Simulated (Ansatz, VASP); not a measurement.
# One calculation of MgCd4S3, two programs

INCAR

```
SYSTEM = MgCd4S3
PREC     = Accurate       ! precision mode
ENCUT    = 600            ! plane-wave cutoff, eV
EDIFF    = 1E-7           ! SCF threshold, eV
ISMEAR   = 0              ! smearing method
SIGMA    = 0.01           ! smearing width, eV
LREAL    = .FALSE.        ! projectors in reciprocal space
LASPH    = .TRUE.         ! aspherical terms in the spheres
NELM     = 60             ! most SCF steps
ALGO     = Normal         ! electronic algorithm
ISIF     = 3              ! what is computed and relaxed
LWAVE    = .FALSE.        ! write WAVECAR
LCHARG   = .FALSE.        ! write CHGCAR
GGA      = PE             ! functional
IBRION   = 2              ! ionic algorithm
NSW      = 80             ! ionic steps
EDIFFG   = -0.001         ! ionic threshold
```

Contents of KPOINTS:

```
Automatic mesh
0
G
  12 12 2
  0 0 0
```

Contents of POSCAR:

```
MgCd4S3
1.0
    3.8449827946      0.0000000000      0.0000000000
   -1.9224913973      3.3298527772      0.0000000000
    0.0000000000      0.0000000000     14.6914602697
Mg Cd S
1 4 3
Direct
    0.0000000000      0.0000000000      0.0000000000
    0.6666666667      0.3333333333      0.3919100662
    0.3333333333      0.6666666667      0.6080899338
    0.6666666667      0.3333333333      0.2083766586
    0.3333333333      0.6666666667      0.7916233414
    0.0000000000      0.0000000000      0.5000000000
    0.3333333333      0.6666666667      0.0992124231
    0.6666666667      0.3333333333      0.9007875769
```

Input for Ansatz:

```yaml
crystal:
  lattice:
    - [3.8449827946, 0.0, 0.0]
    - [-1.9224913973, 3.3298527772, 0.0]
    - [0.0, 0.0, 14.6914602697]
  atoms:
    - { symbol: Mg, position: [0.0, 0.0, 0.0] }
    - { symbol: Cd, position: [0.6666666667, 0.3333333333, 0.3919100662] }
    - { symbol: Cd, position: [0.3333333333, 0.6666666667, 0.6080899338] }
    - { symbol: Cd, position: [0.6666666667, 0.3333333333, 0.2083766586] }
    - { symbol: Cd, position: [0.3333333333, 0.6666666667, 0.7916233414] }
    - { symbol: S, position: [0.0, 0.0, 0.5] }
    - { symbol: S, position: [0.3333333333, 0.6666666667, 0.0992124231] }
    - { symbol: S, position: [0.6666666667, 0.3333333333, 0.9007875769] }
basis:
  ecutwfc: 420
kpoints:
  mp_grid: { grid: [12, 12, 2] }
hamiltonian:
  xc: pbe
scf:
  occupations: { method: fixed }
output:
  forces: true
  stress: true
  eigenvalues: true
relax:
  adjacent_minimum: "off"
  f_tol: 0.001
  max_steps: 60
  cell: { stress_tol: 0.01 }
```

Alike in both runs: task relaxation of cell and atoms; functional PBE; k mesh 12 × 12 × 2; no spin polarisation.

|  | VASP | Ansatz |
| --- | --- | --- |
| version | VASP 6.6.1 | Ansatz 0.2.0 |
| potentials or method | VASP PAW PBE potentials, release 64 (Mg, Cd, S), cutoff 600 eV | scalar-relativistic, plane waves, PAW |
| occupations | gaussian, width 0.01 eV | fixed |
| valence electrons in the cell | 68 | 108 |

VASP gave:

```
gap on the k mesh at the Fermi level, each at its own relaxed structure (eV)  : 0.88
relaxed volume (Å³/atom)                                                      : 23.56
relaxed length of the cell vector where the two differ most in proportion (Å) : 14.713
```

Problem. What did Ansatz give for the same quantities?

Solution. gap on the k mesh at the Fermi level, each at its own relaxed structure (eV): 0.89; relaxed volume (Å³/atom): 23.51; relaxed length of the cell vector where the two differ most in proportion (Å): 14.690.

VASP's potentials hold 68 valence electrons a cell and Ansatz's 108, so a difference there can come from the potentials and not from the codes.
